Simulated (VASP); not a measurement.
A run of VASP 6.6.1:

The input INCAR:

```
PREC = Accurate ; ENCUT = 520
EDIFF = 1E-7 ; ISMEAR = -1
SIGMA = 0.08 ; LREAL = False
LASPH = True ; NELM = 150
ALGO = Normal ; ISIF = 2
LWAVE = False ; LCHARG = True
ISPIN = 2 ; MAGMOM = 3 3
LORBIT = 11 ; LMAXMIX = 4
GGA = PS ; LELF = True
LVHAR = True ; NBANDS = 24
```

Contents of KPOINTS:

```
regular mesh
0
Gamma
  15 15 15
```

Contents of POSCAR:

```
Mn
1.0
    0.0000000000      2.4414343592      2.4414343592
    2.4414343592      0.0000000000      2.4414343592
    2.4414343592      2.4414343592      0.0000000000
Mn
2
Direct
   -0.1250000000     -0.1250000000     -0.1250000000
    0.1250000000      0.1250000000      0.1250000000
```

Potentials or basis: VASP PAW PBE potentials, release 64 (Mn_pv).

The run is started by

```bash
$ cat potpaw_PBE.64/Mn_pv/POTCAR > POTCAR
$ mpirun -np 1 vasp_std > vasp.out
```

Hardware: 1 thread of Oxide Virtual Turin-like Processor, on a shared host.

Problem. How long does it take, and how much memory?

Solution. It took 3.8 min on 1 thread of Oxide Virtual Turin-like Processor, on a shared host, peak memory 0.21 GiB. Counts: scf iterations 15, k points 120.
